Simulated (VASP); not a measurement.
# LiNbO3 (I4mm) in VASP: a series of runs

The runs below take LiNbO3 through single point, with PBE.

All numbers are computed with VASP 6.6.1; they aren't measurements. Logs are shortened: lines on timing, memory, paths and dates and some standing lists are left out, and cuts for length are marked.

## Step 1: The cell of the first run

It takes space group I4mm (No. 107, tetragonal). The conventional cell has a = 3.813 Å, b = 3.813 Å, c = 10.223 Å, α = 90.00°, β = 90.00°, γ = 90.00°. Li (site symmetry 4mm) has 5 O at 1.90 to 2.10 Å within 2.5 Å. Within 2.3 Å of Nb (site symmetry 4mm) lie 5 O at 1.75 to 2.00 Å. Within 2.3 Å of O (site symmetry 4mm) lie 1 Nb at 1.75 Å and 1 Li at 1.90 Å. O (site symmetry 2mm) has 2 Nb at 2.00 Å and 2 Li at 2.10 Å and 4 O at 2.70 Å within 2.7 Å.

The cell was generated, and may not be a known phase.

## Step 2: Single point, PBE, collinear spin, zero start

Input file INCAR:

```
  PREC = Accurate
  ENCUT = 520
  EDIFF = 1E-6
  ISMEAR = 0
  SIGMA = 0.1
  LREAL = False
  LASPH = True
  NELM = 150
  ALGO = Normal
  ISIF = 2
  LWAVE = False
  LCHARG = False
  ISPIN = 2
  MAGMOM = 0 0 0 0 0
  LORBIT = 11
  LMAXMIX = 4
  GGA = PE
  NBANDS = 29
```

Input file KPOINTS:

```
Automatic mesh
0
Gamma
  6 6 6
```

Input file POSCAR:

```
LiNbO3
1.0
   -1.9065050628      1.9065050628      5.1117350961
    1.9065050628     -1.9065050628      5.1117350961
    1.9065050628      1.9065050628     -5.1117350961
Li Nb O
1 1 3
Direct
    0.9929339405      0.9929339405      0.0000000000
    0.3493923877      0.3493923877      0.0000000000
    0.1783331792      0.1783331792      0.0000000000
    0.9074755413      0.4074755413      0.5000000000
    0.4074755413      0.9074755413      0.5000000000
```

Potentials or basis: VASP PAW PBE potentials, release 64 (Li_sv, Nb_sv, O).

Run with:

```console
$ cat potpaw_PBE.64/Li_sv/POTCAR potpaw_PBE.64/Nb_sv/POTCAR potpaw_PBE.64/O/POTCAR > POTCAR
$ mpirun -np 1 vasp_std > vasp.out
```

OUTCAR:

```text
PREC = Accurate
   ENCUT = 520
   EDIFF = 1E-6
   ISMEAR = 0
   LREAL = False
   LASPH = True
   NELM = 150
   ISIF = 2
   ISPIN = 2
   LORBIT = 11
   GGA = PE

 ion  position               nearest neighbor table
   1  0.993  0.993  0.000-   3 1.90   4 2.10   5 2.10   4 2.10   5 2.10
   2  0.349  0.349  0.000-   3 1.75   5 2.00   4 2.00   4 2.00   5 2.00
   3  0.178  0.178  0.000-   2 1.75   1 1.90
   4  0.907  0.407  0.500-   2 2.00   2 2.00   1 2.10   1 2.10
   5  0.407  0.907  0.500-   2 2.00   2 2.00   1 2.10   1 2.10

  LATTYP: Found a body centered tetragonal cell.
 ALAT       =     3.8130101256
 C/A-ratio  =     2.6812071973

  Lattice vectors:

 A1 = (  -1.9065050628,   1.9065050628,   5.1117350961)
 A2 = (   1.9065050628,  -1.9065050628,   5.1117350961)
 A3 = (   1.9065050628,   1.9065050628,  -5.1117350961)

Analysis of symmetry for initial positions (statically):
=====================================================================
 Subroutine PRICEL returns:
 Original cell was already a primitive cell.

 Routine SETGRP: Setting up the symmetry group for a
 body centered tetragonal supercell.

 Subroutine GETGRP returns: Found  8 space group operations
 (whereof  8 operations were pure point group operations)
 out of a pool of 16 trial point group operations.

The static configuration has the point symmetry C_4v.

Analysis of symmetry for dynamics (positions and initial velocities):
=====================================================================
 Subroutine PRICEL returns:
 Original cell was already a primitive cell.

 Routine SETGRP: Setting up the symmetry group for a
 body centered tetragonal supercell.

 Subroutine GETGRP returns: Found  8 space group operations
 (whereof  8 operations were pure point group operations)
 out of a pool of 16 trial point group operations.

The dynamic configuration has the point symmetry C_4v.

Analysis of structural, dynamic, and magnetic symmetry:
=====================================================================
 Subroutine PRICEL returns:
 Original cell was already a primitive cell.

 Routine SETGRP: Setting up the symmetry group for a
 body centered tetragonal supercell.

 Subroutine GETGRP returns: Found  8 space group operations
 (whereof  8 operations were pure point group operations)
 out of a pool of 16 trial point group operations.

The overall configuration has the point symmetry C_4v.

 Subroutine INISYM returns: Found  8 space group operations
 (whereof  8 operations are pure point group operations),
 and found     1 'primitive' translations

----------------------------------------------------------------------------------------

                                     Primitive cell

  volume of cell :      74.3198

  direct lattice vectors                    reciprocal lattice vectors
    -1.906505063  1.906505063  5.111735096     0.000000000  0.262259991  0.097814145
     1.906505063 -1.906505063  5.111735096     0.262259991  0.000000000  0.097814145
     1.906505063  1.906505063 -5.111735096     0.262259991  0.262259991  0.000000000

  length of vectors
     5.779217836  5.779217836  5.779217836     0.279906966  0.279906966  0.370891636

  position of ions in fractional coordinates (direct lattice)
     0.992933941  0.992933941  0.000000000
     0.349392388  0.349392388  0.000000000
     0.178333179  0.178333179  0.000000000
     0.907475541  0.407475541  0.500000000
     0.407475541  0.907475541  0.500000000

  ion indices of the primitive-cell ions
   primitive index   ion index
                 1           1
                 2           2
                 3           3
                 4           4
                 5           5

----------------------------------------------------------------------------------------

 KPOINTS: Automatic mesh

Automatic generation of k-mesh.
 Grid dimensions read from file:
 generate k-points for:    6    6    6

 Generating k-lattice:

  Cartesian coordinates                     Fractional coordinates (reciprocal lattice)
     0.000000000  0.043709998  0.016302358     0.166666667  0.000000000  0.000000000
     0.043709998  0.000000000  0.016302358     0.000000000  0.166666667  0.000000000
     0.043709998  0.043709998  0.000000000     0.000000000  0.000000000  0.166666667

  Length of vectors
     0.046651161  0.046651161  0.061815273

  Shift w.r.t. Gamma in fractional coordinates (k-lattice)
     0.000000000  0.000000000  0.000000000

 Subroutine IBZKPT returns following result:
 ===========================================

 Found     30 irreducible k-points:

 Following reciprocal coordinates:
            Coordinates               Weight
  0.000000  0.000000  0.000000      1.000000
  0.166667 -0.000000  0.000000      8.000000
  0.333333 -0.000000  0.000000      8.000000
  0.500000  0.000000  0.000000      4.000000
  0.166667  0.166667  0.000000      8.000000
  0.333333  0.166667  0.000000     16.000000
[... 16 lines left out ...]
 -0.333333 -0.333333  0.166667      8.000000
 -0.166667 -0.333333  0.166667      8.000000
 [... further k-points ...]
   k-points           NKPTS =     30   k-points in BZ     NKDIM =     30   number of bands    NBANDS=     29
   number of dos      NEDOS =    301   number of ions     NIONS =      5
   total plane-waves  NPLWV = 110592
   dimension x,y,z NGX =    48 NGY =   48 NGZ =   48
   dimension x,y,z NGXF=    96 NGYF=   96 NGZF=   96
   ions per type =               1   1   3
   NGX,Y,Z   is equivalent  to a cutoff of  13.81, 13.81, 13.81 a.u.
   NGXF,Y,Z  is equivalent  to a cutoff of  27.62, 27.62, 27.62 a.u.
 SYSTEM =  unknown system
   PREC   = accura    normal or accurate (medium, high low for compatibility)
   ISTART =      0    job   : 0-new  1-cont  2-samecut
   ICHARG =      2    charge: 1-file 2-atom 10-const
   ISPIN  =      2    spin polarized calculation?
   LNONCOLLINEAR =      F non collinear calculations
   LSORBIT =      F    spin-orbit coupling
   LASPH  =      T    aspherical Exc in radial PAW
   ENCUT  =  520.0 eV  38.22 Ry    6.18 a.u.  10.75 10.75 10.75*2*pi/ulx,y,z
   NELM   =    150;   NELMIN=  2; NELMDL= -5     # of ELM steps
   EDIFF  = 0.1E-05   stopping-criterion for ELM
   LREAL  =      F    real-space projection
   EDIFFG = 0.1E-04   stopping-criterion for IOM
   NSW    =      0    number of steps for IOM
   IBRION =     -1    ionic relax: 0-MD 1-quasi-New 2-CG
   NFREE  =      0    steps in history (QN), initial steepest desc. (CG)
   ISIF   =      2    stress and relaxation
   ISYM   =      2    0-nonsym 1-usesym 2-fastsym
   POTIM  = 0.5000    time-step for ionic-motion
   TEBEG  =    0.0;   TEEND  =   0.0 temperature during run
   PSTRESS=    0.0 pullay stress
   NELECT =      34.0000    total number of electrons
   NUPDOWN=      -1.0000    fix difference up-down
   EMIN   =  10.00;   EMAX   =-10.00  energy-range for DOS
   EFERMI =   0.00;   METHOD = LEGACY
   ISMEAR =     0;   SIGMA  =   0.10  broadening in eV -4-tet -1-fermi 0-gaus
   EFERMI_NEDOS =   21; number of points for ismear=-14 and -15
   IALGO  =     38    algorithm
   IMIX   =      4    mixing-type and parameters
     AMIX     =   0.40;   BMIX     =  1.00
     AMIX_MAG =   1.60;   BMIX_MAG =  1.00
  volume/ion in A,a.u.               =      14.86       100.31
  Fermi-wavevector in a.u.,A,eV,Ry     =   1.261439  2.383775 21.649989  1.591229
  Thomas-Fermi vector in A             =   2.394898
   LORBIT       =     11    0 simple, 1 ext, 2 COOP (PROOUT), +10 PAW based schemes
   GGA     = PE    functional components
   LHFCALC =     F    Hartree Fock is set to
   AEXX    =    0.0000 exact exchange contribution
   IVDW    =     0    specifies the selected vdW correction
   LEPSILON=     F    determine dielectric tensor
   LRPA    =     F    only Hartree local field effects (RPA)
 spin polarized calculation
 Gauss-broadening in eV      SIGMA  =   0.10
  energy-cutoff  :      520.00
  volume of cell :       74.32
 maximum number of plane-waves:      2012
 NGX is ok and might be reduce to    48
   NGX = 21   NGY = 21   NGZ = 21

 number of electron      34.0000000 magnetization       0.0000000

 number of electron      34.0000000 magnetization      -0.0000000

 Free energy of the ion-electron system (eV)
  ---------------------------------------------------
  ext. energy  EPLUGINS =         0.00000000
  ---------------------------------------------------
  free energy    TOTEN  =       -39.94440754 eV

  energy without entropy =      -39.94440754  energy(sigma->0) =      -39.94440754

 E-fermi :   1.6933     XC(G=0):  -8.6588

 val. band max:        1.1619241104   @ k =   0.5000   0.5000   0.0000
 cond. band min:       3.1935283851   @ k =   0.0000   0.0000   0.0000
 fundamental gap:      2.0316042746
 Fermi energy:         1.6932903295

 spin component 1

 k-point     1 :       0.0000    0.0000    0.0000
  band No.  band energies     occupation
      1     -53.4965      1.00000
      2     -41.7354      1.00000
      3     -29.9595      1.00000
      4     -29.5583      1.00000
      5     -29.5583      1.00000
      6     -16.1372      1.00000
[... 757 lines left out ...]
     28      15.0898      0.00000
     29      16.1857      0.00000

 [... further k-points ...]

 spin component 2

 k-point     1 :       0.0000    0.0000    0.0000
  band No.  band energies     occupation
      1     -53.4964      1.00000
      2     -41.7354      1.00000
      3     -29.9595      1.00000
      4     -29.5583      1.00000
      5     -29.5583      1.00000
      6     -16.1372      1.00000
[... 757 lines left out ...]
     28      15.0898      0.00000
     29      16.1858      0.00000

 [... further k-points ...]

------------------------ aborting loop because EDIFF is reached ----------------------------------------

  FORCE on cell =-STRESS in cart. coord.  units (eV):
  Direction    XX          YY          ZZ          XY          YZ          ZX
  --------------------------------------------------------------------------------------
  -------------------------------------------------------------------------------------
  Total       -0.1198297     -0.1198297      0.1147850      0.0000000     -0.0000000      0.0000000
  in kB       -2.5832752     -2.5832752      2.4745223      0.0000000     -0.0000000      0.0000000
  external PRESSURE =      -0.8973427 kB  Pullay stress =       0.0000000 kB

 VOLUME and BASIS-vectors are now :
 -----------------------------------------------------------------------------
  energy-cutoff  :      520.00
  volume of cell :       74.32
      direct lattice vectors                 reciprocal lattice vectors
    -1.906505063  1.906505063  5.111735096     0.000000000  0.262259991  0.097814145
     1.906505063 -1.906505063  5.111735096     0.262259991  0.000000000  0.097814145
     1.906505063  1.906505063 -5.111735096     0.262259991  0.262259991  0.000000000

 POSITION                                       TOTAL-FORCE (eV/Angst)
 -----------------------------------------------------------------------------------
      0.00000      0.00000     10.15123         0.000000      0.000000     -0.010336
      0.00000      0.00000      3.57200        -0.000000     -0.000000      0.103450
      0.00000      0.00000      1.82318         0.000000      0.000000     -0.063359
     -0.00000      1.90651      4.16581         0.000000     -0.000000     -0.014878
      1.90651     -0.00000      4.16581        -0.000000      0.000000     -0.014878
 -----------------------------------------------------------------------------------
    total drift:                                0.000000      0.000000     -0.000643

  FREE ENERGIE OF THE ION-ELECTRON SYSTEM (eV)
  ---------------------------------------------------
  free  energy   TOTEN  =       -39.9444075429 eV

  energy  without entropy=      -39.9444075429  energy(sigma->0) =      -39.94440754

 total charge

# of ion       s       p       d       tot
------------------------------------------
    1        2.017   0.051   0.000   2.069
    2        2.218   6.122   2.243  10.583
    3        1.588   3.444   0.000   5.032
    4        1.563   3.514   0.000   5.076
    5        1.563   3.514   0.000   5.076
--------------------------------------------------
tot          8.949  16.645   2.243  27.837

 magnetization (x)

# of ion       s       p       d       tot
------------------------------------------
    1        0.000  -0.000   0.000  -0.000
    2        0.000   0.000   0.000   0.000
    3       -0.000   0.000   0.000  -0.000
    4       -0.000  -0.000   0.000  -0.000
    5       -0.000  -0.000   0.000  -0.000
--------------------------------------------------
tot          0.000  -0.000   0.000   0.000
```

It took 5 min on 1 thread of Intel Xeon Platinum 8488C (Sapphire Rapids), shared host; peak memory 0.45 GiB.

Results:

| Property | Result |
| --- | --- |
| Free energy | -39.9444 eV |
| Largest force | 0.103 eV/Å |
| Band gap on the k mesh | 2.03 eV (least direct gap 2.79 eV) |
| Net moment | 0.00 μB per cell |
| Valence electrons inside the program's atomic spheres | Li 2.07; Nb 10.58; O 5.03, 5.08 (each value once) |

Forces on the atoms (eV/Å):
```
Li   0.000  0.000 -0.010
Nb   0.000  0.000  0.103
O    0.000  0.000 -0.063
O    0.000  0.000 -0.015
O    0.000  0.000 -0.015
```

Levels at points of the mesh, in eV from the valence-band top:
Spin up:
```tsv
k point	band 13	band 14	band 15	band 16	band 17	band 18	band 19	band 20	band 21	band 22
(0.00, 0.00, 0.00)	-2.01	-1.63	-1.63	-0.86	-0.86	2.03	4.81	5.69	5.69	6.64
(0.50, 0.00, 0.00)	-3.00	-2.10	-1.88	-1.19	-1.14	4.00	4.45	5.65	5.71	7.30
(0.50, 0.50, 0.00)	-2.87	-2.76	-1.54	-0.97	0.00	4.40	4.57	4.60	5.05	8.59
(0.50, 0.50, 0.50)	-1.87	-1.87	-1.73	-0.76	-0.76	2.04	5.62	5.62	6.29	6.59
```
Spin down:
```csv
k point,band 15,band 16,band 17,band 18,band 19,band 20
"(0.00, 0.00, 0.00)",-1.63,-0.86,-0.86,2.03,4.81,5.69
"(0.50, 0.00, 0.00)",-1.88,-1.19,-1.14,4.00,4.45,5.65
"(0.50, 0.50, 0.00)",-1.54,-0.97,0.00,4.40,4.57,4.60
"(0.50, 0.50, 0.50)",-1.73,-0.76,-0.76,2.04,5.62,5.62
```

Caveat: the cutoff is under 1.25 times the usual one of these potentials, so pressure, stress and relaxed cells hold a basis-set (Pulay) error.

(Part 1 of 2 ends here.)
